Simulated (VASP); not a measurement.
# K (Im-3m) in VASP: notebook, part 2 of 2

VASP 6.6.1. The steps go on from the part before.

## 5. Single point, LDA

This run uses another cell than the first one, of 64.37 Å³/atom.

Contents of INCAR:

```
SYSTEM = K
PREC = Accurate ; ENCUT = 520
EDIFF = 1E-6 ; ISMEAR = -1
SIGMA = 0.15 ; LREAL = .FALSE.
LASPH = .TRUE. ; NELM = 60
ALGO = Fast ; ISIF = 2
LWAVE = .FALSE. ; LCHARG = .FALSE.
NBANDS = 10
```

Contents of KPOINTS:

```
Automatic mesh
0
G
  12 12 12
  0 0 0
```

Contents of POSCAR:

```
K
1.0
   -2.5247258096      2.5247258096      2.5247258096
    2.5247258096     -2.5247258096      2.5247258096
    2.5247258096      2.5247258096     -2.5247258096
K
1
Direct
    0.0000000000      0.0000000000      0.0000000000
```

Potentials or basis: VASP PAW LDA potentials, release 64 (K_sv).

Started as:

```bash
> cat potpaw_LDA.64/K_sv/POTCAR > POTCAR
> mpirun -np 1 vasp_std > vasp.out
```

OUTCAR:

```text
SYSTEM = K
   PREC = Accurate
   ENCUT = 520
   EDIFF = 1E-6
   ISMEAR = -1
   LREAL = .FALSE.
   LASPH = .TRUE.
   NELM = 60
   ISIF = 2

 ion  position               nearest neighbor table
   1  0.000  0.000  0.000-

  LATTYP: Found a body centered cubic cell.
 ALAT       =     5.0494516192

  Lattice vectors:

 A1 = (  -2.5247258096,   2.5247258096,   2.5247258096)
 A2 = (   2.5247258096,  -2.5247258096,   2.5247258096)
 A3 = (   2.5247258096,   2.5247258096,  -2.5247258096)

Analysis of symmetry for initial positions (statically):
=====================================================================
 Subroutine PRICEL returns:
 Original cell was already a primitive cell.

 Routine SETGRP: Setting up the symmetry group for a
 body centered cubic supercell.

 Subroutine GETGRP returns: Found 48 space group operations
 (whereof 48 operations were pure point group operations)
 out of a pool of 48 trial point group operations.

The static configuration has the point symmetry O_h .

Analysis of symmetry for dynamics (positions and initial velocities):
=====================================================================
 Subroutine PRICEL returns:
 Original cell was already a primitive cell.

 Routine SETGRP: Setting up the symmetry group for a
 body centered cubic supercell.

 Subroutine GETGRP returns: Found 48 space group operations
 (whereof 48 operations were pure point group operations)
 out of a pool of 48 trial point group operations.

The dynamic configuration has the point symmetry O_h .

 Subroutine INISYM returns: Found 48 space group operations
 (whereof 48 operations are pure point group operations),
 and found     1 'primitive' translations

----------------------------------------------------------------------------------------

[... 113 lines left out ...]
  Thomas-Fermi vector in A             =   1.965537
   LORBIT       =      0    0 simple, 1 ext, 2 COOP (PROOUT), +10 PAW based schemes
   GGA     = CA    functional components
   LHFCALC =     F    Hartree Fock is set to
   AEXX    =    0.0000 exact exchange contribution
   IVDW    =     0    specifies the selected vdW correction
   LEPSILON=     F    determine dielectric tensor
   LRPA    =     F    only Hartree local field effects (RPA)
 non-spin polarized calculation
 RMM-DIIS sequential band-by-band and
  energy-cutoff  :      520.00
  volume of cell :       64.37
 maximum number of plane-waves:      1754
 NGX is ok and might be reduce to    36
   NGX = 17   NGY = 17   NGZ = 17

 number of electron       9.0000001 magnetization

 Free energy of the ion-electron system (eV)
  ---------------------------------------------------
  ext. energy  EPLUGINS =         0.00000000
  ---------------------------------------------------
  free energy    TOTEN  =        -1.19224505 eV

  energy without entropy =       -1.13718385  energy(sigma->0) =       -1.16471445

 E-fermi :  -0.0147     XC(G=0):  -6.2232

 val. band max:       -0.0377879816   @ k =   0.2500   0.2500   0.0000
 cond. band min:       0.0269566449   @ k =   0.3333   0.1667  -0.0000
 fundamental gap:      0.0647446266
 Fermi energy:        -0.0147150988

 k-point     1 :       0.0000    0.0000    0.0000
  band No.  band energies     occupation
      1     -31.7502      2.00000
      2     -15.4172      2.00000
      3     -15.4172      2.00000
      4     -15.4172      2.00000
      5      -2.3685      2.00000
      6       4.2715      0.00000
      7       4.2715      0.00000
      8       4.2715      0.00000
      9       5.2988      0.00000
     10       5.2988      0.00000
[... 287 lines left out ...]
 k-point    24 :       0.4167    0.0833    0.0833
  band No.  band energies     occupation
      1     -31.7417      2.00000
      2     -15.5217      2.00000
      3     -15.4587      2.00000
      4     -15.4245      2.00000
      5       0.5810      0.03700
      6       0.8779      0.00520
      7       2.7490      0.00000
      8       4.8673      0.00000
      9       5.8490      0.00000
     10       5.9638      0.00000

 [... further k-points ...]

------------------------ aborting loop because EDIFF is reached ----------------------------------------

  FORCE on cell =-STRESS in cart. coord.  units (eV):
  Direction    XX          YY          ZZ          XY          YZ          ZX
  --------------------------------------------------------------------------------------
  -------------------------------------------------------------------------------------
  Total       -0.0035065     -0.0035065     -0.0035065     -0.0000000     -0.0000000      0.0000000
  in kB       -0.0872736     -0.0872736     -0.0872736     -0.0000000     -0.0000000      0.0000000
  external PRESSURE =      -0.0872736 kB  Pullay stress =       0.0000000 kB

 VOLUME and BASIS-vectors are now :
 -----------------------------------------------------------------------------
  energy-cutoff  :      520.00
  volume of cell :       64.37
      direct lattice vectors                 reciprocal lattice vectors
    -2.524725810  2.524725810  2.524725810     0.000000000  0.198041307  0.198041307
     2.524725810 -2.524725810  2.524725810     0.198041307  0.000000000  0.198041307
     2.524725810  2.524725810 -2.524725810     0.198041307  0.198041307  0.000000000

 POSITION                                       TOTAL-FORCE (eV/Angst)
 -----------------------------------------------------------------------------------
      0.00000      0.00000      0.00000         0.000000      0.000000      0.000000
 -----------------------------------------------------------------------------------
    total drift:                               -0.000000      0.000000      0.000000

  FREE ENERGIE OF THE ION-ELECTRON SYSTEM (eV)
  ---------------------------------------------------
  free  energy   TOTEN  =        -1.1922450539 eV

  energy  without entropy=       -1.1371838525  energy(sigma->0) =       -1.16471445
```

OSZICAR:

```text
N       E                     dE             d eps       ncg     rms          rms(c)
DAV:   1     0.473596570038E+02    0.47360E+02   -0.36463E+03  1440   0.702E+02
DAV:   2     0.391860306375E+00   -0.46968E+02   -0.46177E+02  1542   0.209E+02
DAV:   3    -0.113129101995E+01   -0.15232E+01   -0.15126E+01  2252   0.277E+01
DAV:   4    -0.119241640652E+01   -0.61125E-01   -0.60487E-01  1974   0.439E+00
DAV:   5    -0.119406082052E+01   -0.16444E-02   -0.16437E-02  2322   0.534E-01    0.250E+00
RMM:   6    -0.119264347759E+01    0.14173E-02   -0.14114E-03  1958   0.271E-01    0.159E+00
RMM:   7    -0.119220515363E+01    0.43832E-03   -0.34985E-03  2090   0.354E-01    0.932E-02
RMM:   8    -0.119222347445E+01   -0.18321E-04   -0.52315E-04  2249   0.224E-01    0.276E-02
RMM:   9    -0.119224253688E+01   -0.19062E-04   -0.98518E-05  2359   0.591E-02    0.118E-02
RMM:  10    -0.119224436888E+01   -0.18320E-05   -0.31263E-05  2397   0.378E-02    0.660E-03
RMM:  11    -0.119224505394E+01   -0.68506E-06   -0.73399E-06  2154   0.150E-02
   1 F= -.11922451E+01 E0= -.11647145E+01  d E =-.550612E-01
```

stdout:

```text
POSCAR found type information on POSCAR K
 POSCAR found :  1 types and       1 ions
 scaLAPACK will be used
 LDA part: xc-table for (Slater(with rela. corr.)+CA(PZ))
 , standard interpolation
 POSCAR, INCAR and KPOINTS ok, starting setup
 FFT: planning ... GRIDC
 FFT: planning ... GRID_SOFT
 FFT: planning ... GRID
 WAVECAR not read
 entering main loop
WARNING in EDDRMM: call to ZHEGV failed, returncode =   8  4      6
```

Run time: 16 s. Hardware: 1 thread of Intel Xeon 6975P-C (Granite Rapids), shared host; peak memory 0.19 GiB.

What came out:

```yaml
Free_energy: -1.1922 eV
Pressure: 0.0 GPa
Band_gap_on_the_k_mesh: zero (an odd number of electrons rules out a gap without spin polarisation)
```

Levels at points of the mesh, in eV from the Fermi level:
| k point | band 1 | band 2 | band 3 | band 4 | band 5 | band 6 | band 7 | band 8 | band 9 |
| --- | --- | --- | --- | --- | --- | --- | --- | --- | --- |
| (0.00, 0.00, 0.00) | -31.74 | -15.40 | -15.40 | -15.40 | -2.35 | 4.29 | 4.29 | 4.29 | 5.31 |
| (0.50, 0.00, 0.00) | -31.73 | -15.51 | -15.44 | -15.40 | 0.40 | 0.82 | 3.12 | 5.02 | 5.85 |
| (0.50, 0.50, 0.50) | -31.72 | -15.48 | -15.48 | -15.48 | 1.60 | 1.60 | 3.84 | 3.84 | 3.84 |

## 6. Relaxation of cell and atoms, LDA

This run uses another cell than the first one, of 64.37 Å³/atom.

Contents of INCAR:

```
SYSTEM = K
PREC = Accurate
ENCUT = 600
EDIFF = 1E-7
ISMEAR = 0
SIGMA = 0.1
LREAL = .FALSE.
LASPH = .TRUE.
NELM = 60
ALGO = Normal
ISIF = 3
LWAVE = .FALSE.
LCHARG = .FALSE.
IBRION = 2
NSW = 100
EDIFFG = -0.002
```

KPOINTS is that of step 5.

POSCAR is that of step 5.

Potentials or basis: VASP PAW LDA potentials, release 64 (K_sv).

Started as:

```bash
> cat potpaw_LDA.64/K_sv/POTCAR > POTCAR
> mpirun -np 1 vasp_std > vasp.out
```

It took 24 s on 1 thread of Intel Xeon 6975P-C (Granite Rapids), shared host; peak memory 0.2 GiB.

Results (log left out):

```
Free energy                           : -1.1658 eV
Relaxed volume                        : 64.17 Å³/atom
Relaxed cell                          : a = 4.368 Å, b = 4.368 Å, c = 4.368 Å, α = 109.47°, β = 109.47°, γ = 109.47°
Space group after relaxing (to 0.1 Å) : Im-3m (No. 229)
Energy gained by relaxing             : 0.0 meV/atom
Ionic steps                           : 3
Pressure after relaxing               : 0.0 GPa
Band gap on the k mesh                : zero (an odd number of electrons rules out a gap without spin polarisation)
```

Final structure:
```
K
1.0
    -2.52210    2.52210    2.52210
     2.52210   -2.52210    2.52210
     2.52210    2.52210   -2.52210
K
1
Direct
  0.00000 0.00000 0.00000
```

Levels at points of the mesh, in eV from the Fermi level:
```
           k point  band 1  band 2  band 3  band 4  band 5  band 6  band 7  band 8
(0.00, 0.00, 0.00)  -31.73  -15.40  -15.40  -15.40   -2.35    4.29    4.29    4.29
(0.50, 0.00, 0.00)  -31.72  -15.51  -15.43  -15.40    0.40    0.82    3.12    5.03
(0.50, 0.50, 0.50)  -31.71  -15.48  -15.48  -15.48    1.60    1.60    3.85    3.85
```

LDA usually gives volumes a few per cent too small. Zero-point motion and thermal expansion aren't in these numbers.

## 7. Overview

| task | cell | k mesh | cutoff (eV) | smearing | gap on the mesh (eV) | pressure (GPa) |
| --- | --- | --- | --- | --- | --- | --- |
| single point | a = 4.535 Å, angles 109.5°, 1 atom | 6 × 6 × 6 | 520 | gaussian 0.1 eV | none | -0.4 |
| single point | a = 4.373 Å, angles 109.5°, 1 atom | 12 × 12 × 12 | 520 | gaussian 0.1 eV | none | 0.0 |
| single point | a = 4.373 Å, angles 109.5°, 1 atom | 12 × 12 × 12 | 520 | fermi-dirac 0.15 eV | none | 0.0 |
| relaxation of cell and atoms | relaxed from a = 4.373 Å, angles 109.5°, 1 atom | 12 × 12 × 12 | 600 | gaussian 0.1 eV | none | 0.0 |

Alike in all rows: level LDA; potentials or basis VASP PAW LDA potentials, release 64 (K_sv); no spin polarisation.

Total energies depend on the potentials used, so only differences within one code and one set of settings carry meaning.

The gap in the log of VASP goes by the Fermi energy; the results here count the filled bands.